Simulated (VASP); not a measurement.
# SiNi3 (Pm-3m) in VASP: notebook

SiNi3 is run at these levels: PBE; tasks: single point.

All numbers are computed with VASP 6.6.1; they aren't measurements. Logs are shortened: lines on timing, memory, paths and dates and some standing lists are left out, and cuts for length are marked.

## Step 1: The cell of the first run

Symmetry: Pm-3m, No. 221, cubic system. Conventional cell: a = 3.542 Å, b = 3.542 Å, c = 3.542 Å, α = 90.00°, β = 90.00°, γ = 90.00°. Within 3.3 Å of Ni (site symmetry 4/mmm) lie 8 Ni at 2.50 Å and 4 Si at 2.50 Å. Si (site symmetry m-3m) has 12 Ni at 2.50 Å within 3.3 Å.

## Step 2: Single point, PBE, collinear spin, ferromagnetic start

INCAR

```
SYSTEM = SiNi3
PREC = Accurate ; ENCUT = 520
EDIFF = 1E-7 ; ISMEAR = -1
SIGMA = 0.05 ; LREAL = .FALSE.
LASPH = .TRUE. ; NELM = 150
ALGO = Normal ; ISIF = 2
LWAVE = .FALSE. ; LCHARG = .FALSE.
ISPIN = 2 ; MAGMOM = 0.266667 0.266667 0.266667 0
LORBIT = 11 ; NUPDOWN = 0.8
LMAXMIX = 4 ; GGA = PE
NBANDS = 29
```

KPOINTS

```
regular mesh
0
G
  6 6 6
  0 0 0
```

POSCAR

```
SiNi3
1.0
    3.5420000000      0.0000000000      0.0000000000
    0.0000000000      3.5420000000      0.0000000000
    0.0000000000      0.0000000000      3.5420000000
Ni Si
3 1
Direct
    0.5000000000      0.5000000000      0.0000000000
    0.5000000000      0.0000000000      0.5000000000
    0.0000000000      0.5000000000      0.5000000000
    0.0000000000      0.0000000000      0.0000000000
```

Potentials or basis: VASP PAW PBE potentials, release 64 (Ni, Si).

Started as:

```sh
cat potpaw_PBE.64/Ni/POTCAR potpaw_PBE.64/Si/POTCAR > POTCAR
mpirun -np 1 vasp_std > vasp.out
```

OUTCAR:

```text
SYSTEM = SiNi3
   PREC = Accurate
   ENCUT = 520
   EDIFF = 1E-7
   ISMEAR = -1
   LREAL = .FALSE.
   LASPH = .TRUE.
   NELM = 150
   ISIF = 2
   ISPIN = 2
   LORBIT = 11
   NUPDOWN = 0.8
   GGA = PE

 ion  position               nearest neighbor table
   1  0.500  0.500  0.000-   2 2.50   3 2.50   4 2.50   2 2.50   3 2.50   2 2.50   4 2.50   2 2.50
                             3 2.50   4 2.50   3 2.50   4 2.50
   2  0.500  0.000  0.500-   1 2.50   3 2.50   4 2.50   1 2.50   4 2.50   1 2.50   3 2.50   1 2.50
                             3 2.50   4 2.50   4 2.50   3 2.50
   3  0.000  0.500  0.500-   1 2.50   2 2.50   4 2.50   1 2.50   4 2.50   2 2.50   4 2.50   4 2.50
                             1 2.50   2 2.50   1 2.50   2 2.50
   4  0.000  0.000  0.000-   1 2.50   2 2.50   3 2.50   2 2.50   3 2.50   1 2.50   3 2.50   3 2.50
                             1 2.50   2 2.50   2 2.50   1 2.50

  LATTYP: Found a simple cubic cell.
 ALAT       =     3.5420000000

  Lattice vectors:

 A1 = (   3.5420000000,   0.0000000000,   0.0000000000)
 A2 = (   0.0000000000,   3.5420000000,   0.0000000000)
 A3 = (   0.0000000000,   0.0000000000,   3.5420000000)

Analysis of symmetry for initial positions (statically):
=====================================================================
 Subroutine PRICEL returns:
 Original cell was already a primitive cell.

 Routine SETGRP: Setting up the symmetry group for a
 simple cubic supercell.

 Subroutine GETGRP returns: Found 48 space group operations
 (whereof 48 operations were pure point group operations)
 out of a pool of 48 trial point group operations.

The static configuration has the point symmetry O_h .

Analysis of symmetry for dynamics (positions and initial velocities):
=====================================================================
 Subroutine PRICEL returns:
 Original cell was already a primitive cell.

 Routine SETGRP: Setting up the symmetry group for a
 simple cubic supercell.

 Subroutine GETGRP returns: Found 48 space group operations
 (whereof 48 operations were pure point group operations)
 out of a pool of 48 trial point group operations.

The dynamic configuration has the point symmetry O_h .

Analysis of structural, dynamic, and magnetic symmetry:
=====================================================================
 Subroutine PRICEL returns:
 Original cell was already a primitive cell.

 Routine SETGRP: Setting up the symmetry group for a
 simple cubic supercell.

 Subroutine GETGRP returns: Found 48 space group operations
 (whereof 48 operations were pure point group operations)
 out of a pool of 48 trial point group operations.

The overall configuration has the point symmetry O_h .

 Subroutine INISYM returns: Found 48 space group operations
 (whereof 48 operations are pure point group operations),
 and found     1 'primitive' translations

----------------------------------------------------------------------------------------

                                     Primitive cell

  volume of cell :      44.4371

  direct lattice vectors                    reciprocal lattice vectors
     3.542000000  0.000000000  0.000000000     0.282326369  0.000000000  0.000000000
     0.000000000  3.542000000  0.000000000     0.000000000  0.282326369  0.000000000
     0.000000000  0.000000000  3.542000000     0.000000000  0.000000000  0.282326369

  length of vectors
     3.542000000  3.542000000  3.542000000     0.282326369  0.282326369  0.282326369

  position of ions in fractional coordinates (direct lattice)
     0.500000000  0.500000000  0.000000000
     0.500000000  0.000000000  0.500000000
     0.000000000  0.500000000  0.500000000
     0.000000000  0.000000000  0.000000000

  ion indices of the primitive-cell ions
   primitive index   ion index
                 1           1
                 2           2
                 3           3
                 4           4

----------------------------------------------------------------------------------------

 KPOINTS: regular mesh

Automatic generation of k-mesh.
 Grid dimensions read from file:
 generate k-points for:    6    6    6

 Generating k-lattice:

  Cartesian coordinates                     Fractional coordinates (reciprocal lattice)
     0.047054395  0.000000000  0.000000000     0.166666667  0.000000000  0.000000000
     0.000000000  0.047054395  0.000000000     0.000000000  0.166666667  0.000000000
     0.000000000  0.000000000  0.047054395     0.000000000  0.000000000  0.166666667

  Length of vectors
     0.047054395  0.047054395  0.047054395

  Shift w.r.t. Gamma in fractional coordinates (k-lattice)
     0.000000000  0.000000000  0.000000000

 Subroutine IBZKPT returns following result:
 ===========================================

 Found     20 irreducible k-points:

 Following reciprocal coordinates:
            Coordinates               Weight
  0.000000  0.000000  0.000000      1.000000
  0.166667  0.000000  0.000000      6.000000
  0.333333  0.000000  0.000000      6.000000
  0.500000  0.000000  0.000000      3.000000
  0.166667  0.166667  0.000000     12.000000
  0.333333  0.166667  0.000000     24.000000
[... 12 lines left out ...]
  0.500000  0.500000  0.333333      6.000000
  0.500000  0.500000  0.500000      1.000000
   k-points           NKPTS =     20   k-points in BZ     NKDIM =     20   number of bands    NBANDS=     29
   number of dos      NEDOS =    301   number of ions     NIONS =      4
   total plane-waves  NPLWV =  21952
   dimension x,y,z NGX =    28 NGY =   28 NGZ =   28
   dimension x,y,z NGXF=    56 NGYF=   56 NGZF=   56
   ions per type =               3   1
   NGX,Y,Z   is equivalent  to a cutoff of  13.14, 13.14, 13.14 a.u.
   NGXF,Y,Z  is equivalent  to a cutoff of  26.28, 26.28, 26.28 a.u.
 SYSTEM =  SiNi3
   PREC   = accura    normal or accurate (medium, high low for compatibility)
   ISTART =      0    job   : 0-new  1-cont  2-samecut
   ICHARG =      2    charge: 1-file 2-atom 10-const
   ISPIN  =      2    spin polarized calculation?
   LNONCOLLINEAR =      F non collinear calculations
   LSORBIT =      F    spin-orbit coupling
   LASPH  =      T    aspherical Exc in radial PAW
   ENCUT  =  520.0 eV  38.22 Ry    6.18 a.u.   6.59  6.59  6.59*2*pi/ulx,y,z
   NELM   =    150;   NELMIN=  2; NELMDL= -5     # of ELM steps
   EDIFF  = 0.1E-06   stopping-criterion for ELM
   LREAL  =      F    real-space projection
   EDIFFG = 0.1E-05   stopping-criterion for IOM
   NSW    =      0    number of steps for IOM
   IBRION =     -1    ionic relax: 0-MD 1-quasi-New 2-CG
   NFREE  =      0    steps in history (QN), initial steepest desc. (CG)
   ISIF   =      2    stress and relaxation
   ISYM   =      2    0-nonsym 1-usesym 2-fastsym
   POTIM  = 0.5000    time-step for ionic-motion
   TEBEG  =    0.0;   TEEND  =   0.0 temperature during run
   PSTRESS=    0.0 pullay stress
   NELECT =      34.0000    total number of electrons
   NUPDOWN=       0.8000    fix difference up-down
   EMIN   =  10.00;   EMAX   =-10.00  energy-range for DOS
   EFERMI =   0.00;   METHOD = LEGACY
   ISMEAR =    -1;   SIGMA  =   0.05  broadening in eV -4-tet -1-fermi 0-gaus
   EFERMI_NEDOS =   21; number of points for ismear=-14 and -15
   IALGO  =     38    algorithm
   IMIX   =      4    mixing-type and parameters
     AMIX     =   0.40;   BMIX     =  1.00
     AMIX_MAG =   1.60;   BMIX_MAG =  1.00
  volume/ion in A,a.u.               =      11.11        74.97
  Fermi-wavevector in a.u.,A,eV,Ry     =   1.497336  2.829555 30.504465  2.242015
  Thomas-Fermi vector in A             =   2.609237
   LORBIT       =     11    0 simple, 1 ext, 2 COOP (PROOUT), +10 PAW based schemes
   GGA     = PE    functional components
   LHFCALC =     F    Hartree Fock is set to
   AEXX    =    0.0000 exact exchange contribution
   IVDW    =     0    specifies the selected vdW correction
   LEPSILON=     F    determine dielectric tensor
   LRPA    =     F    only Hartree local field effects (RPA)
 spin polarized calculation
  energy-cutoff  :      520.00
  volume of cell :       44.44
 maximum number of plane-waves:      1222
 NGX is ok and might be reduce to    28
   NGX = 13   NGY = 13   NGZ = 13

 number of electron      33.9999988 magnetization       0.7999999

 Free energy of the ion-electron system (eV)
  ---------------------------------------------------
  ext. energy  EPLUGINS =         0.00000000
  ---------------------------------------------------
  free energy    TOTEN  =       -23.56008685 eV

  energy without entropy =      -23.52986599  energy(sigma->0) =      -23.54497642

 E-fermi :  10.1369     XC(G=0): -12.9333

 val. band max:       10.4859009907   @ k =   0.5000   0.3333   0.3333
 cond. band min:      10.1462158551   @ k =   0.5000   0.1667   0.0000
 fundamental gap:     -0.3396851356
 Fermi energy:        10.5347832042

 spin component 1

 k-point     1 :       0.0000    0.0000    0.0000
  band No.  band energies     occupation
      1      -1.4662      1.00000
      2       5.4373      1.00000
      3       6.2265      1.00000
      4       6.2265      1.00000
      5       6.6445      1.00000
      6       6.6445      1.00000
[... 21 lines left out ...]
     28      24.0169      0.00000
     29      24.0180      0.00000

 k-point     2 :       0.1667    0.0000    0.0000
  band No.  band energies     occupation
      1      -1.1521      1.00000
      2       5.3528      1.00000
      3       5.9044      1.00000
      4       6.4394      1.00000
      5       6.6313      1.00000
      6       6.6313      1.00000
[... 21 lines left out ...]
     28      22.7825      0.00000
     29      23.9445      0.00000

 k-point     3 :       0.3333    0.0000    0.0000
  band No.  band energies     occupation
      1      -0.2795      1.00000
      2       3.8692      1.00000
      3       6.1566      1.00000
      4       6.5612      1.00000
      5       6.5612      1.00000
      6       6.9247      1.00000
[... 509 lines left out ...]
      4       6.0838      1.00000
      5       6.5135      1.00000
      6       6.9992      1.00000
[... 21 lines left out ...]
     28      28.6209      0.00000
     29      28.6256      0.00000

 k-point    20 :       0.5000    0.5000    0.5000
  band No.  band energies     occupation
      1       2.2282      1.00000
      2       5.9698      1.00000
      3       5.9698      1.00000
      4       5.9698      1.00000
      5       6.6212      1.00000
      6       6.6212      1.00000
[... 21 lines left out ...]
     28      26.8141      0.00000
     29      31.2567      0.00000
 Fermi energy:        10.1368884743

 spin component 2

 k-point     1 :       0.0000    0.0000    0.0000
  band No.  band energies     occupation
      1      -1.4680      1.00000
      2       5.5236      1.00000
      3       6.4091      1.00000
      4       6.4091      1.00000
      5       6.9305      1.00000
      6       6.9305      1.00000
[... 21 lines left out ...]
     28      24.0344      0.00000
     29      24.0345      0.00000

 k-point     2 :       0.1667    0.0000    0.0000
  band No.  band energies     occupation
      1      -1.1539      1.00000
      2       5.4251      1.00000
      3       6.0336      1.00000
      4       6.6278      1.00000
      5       6.8830      1.00000
      6       6.8830      1.00000
[... 21 lines left out ...]
     28      22.8163      0.00000
     29      23.9816      0.00000

 k-point     3 :       0.3333    0.0000    0.0000
  band No.  band energies     occupation
      1      -0.2811      1.00000
      2       3.8914      1.00000
      3       6.2690      1.00000
      4       6.7410      1.00000
      5       6.7410      1.00000
      6       7.1709      1.00000
[... 510 lines left out ...]
      5       6.5470      1.00000
      6       7.1835      1.00000
[... 21 lines left out ...]
     28      28.6331      0.00000
     29      28.6333      0.00000

 k-point    20 :       0.5000    0.5000    0.5000
  band No.  band energies     occupation
      1       2.2585      1.00000
      2       6.1866      1.00000
      3       6.1866      1.00000
      4       6.1866      1.00000
      5       6.6157      1.00000
      6       6.6157      1.00000
[... 21 lines left out ...]
     28      26.8244      0.00000
     29      31.2368      0.00000

------------------------ aborting loop because EDIFF is reached ----------------------------------------

  FORCE on cell =-STRESS in cart. coord.  units (eV):
  Direction    XX          YY          ZZ          XY          YZ          ZX
  --------------------------------------------------------------------------------------
  -------------------------------------------------------------------------------------
  Total       -1.4246141     -1.4246141     -1.4246141      0.0000000     -0.0000000      0.0000000
  in kB      -51.3643911    -51.3643911    -51.3643911      0.0000000     -0.0000000      0.0000000
  external PRESSURE =     -51.3643911 kB  Pullay stress =       0.0000000 kB

 VOLUME and BASIS-vectors are now :
 -----------------------------------------------------------------------------
  energy-cutoff  :      520.00
  volume of cell :       44.44
      direct lattice vectors                 reciprocal lattice vectors
     3.542000000  0.000000000  0.000000000     0.282326369  0.000000000  0.000000000
     0.000000000  3.542000000  0.000000000     0.000000000  0.282326369  0.000000000
     0.000000000  0.000000000  3.542000000     0.000000000  0.000000000  0.282326369

 POSITION                                       TOTAL-FORCE (eV/Angst)
 -----------------------------------------------------------------------------------
      1.77100      1.77100      0.00000         0.000000      0.000000      0.000000
      1.77100      0.00000      1.77100         0.000000      0.000000      0.000000
      0.00000      1.77100      1.77100         0.000000      0.000000      0.000000
      0.00000      0.00000      0.00000         0.000000      0.000000      0.000000
 -----------------------------------------------------------------------------------
    total drift:                                0.000000      0.000000      0.000000

  FREE ENERGIE OF THE ION-ELECTRON SYSTEM (eV)
  ---------------------------------------------------
  free  energy   TOTEN  =       -23.5600868450 eV

  energy  without entropy=      -23.5298659902  energy(sigma->0) =      -23.54497642

 total charge

# of ion       s       p       d       tot
------------------------------------------
    1        0.472   0.544   8.383   9.399
    2        0.472   0.544   8.383   9.399
    3        0.472   0.544   8.383   9.399
    4        0.728   0.812   0.000   1.539
--------------------------------------------------
tot          2.144   2.443  25.150  29.737

 magnetization (x)

# of ion       s       p       d       tot
------------------------------------------
    1       -0.003  -0.004   0.277   0.270
    2       -0.003  -0.004   0.277   0.270
    3       -0.003  -0.004   0.277   0.270
    4       -0.001   0.006   0.000   0.005
--------------------------------------------------
tot         -0.009  -0.007   0.832   0.816
```

Run time: 35 s. Hardware: 1 thread of Intel Xeon Platinum 8488C (Sapphire Rapids), shared host; peak memory 0.19 GiB.

What came out:

* Free energy: -23.5601 eV
* Pressure: -5.1 GPa
* Net moment: 0.80 μB per cell
* Site moments: Ni +0.27; Si +0.01 μB
* Valence electrons inside the program's atomic spheres: Ni 9.40; Si 1.54

Caveat: the cell stands under tension; the total moment is fixed, so each spin has its own Fermi level.

[end of part 1 of 2]
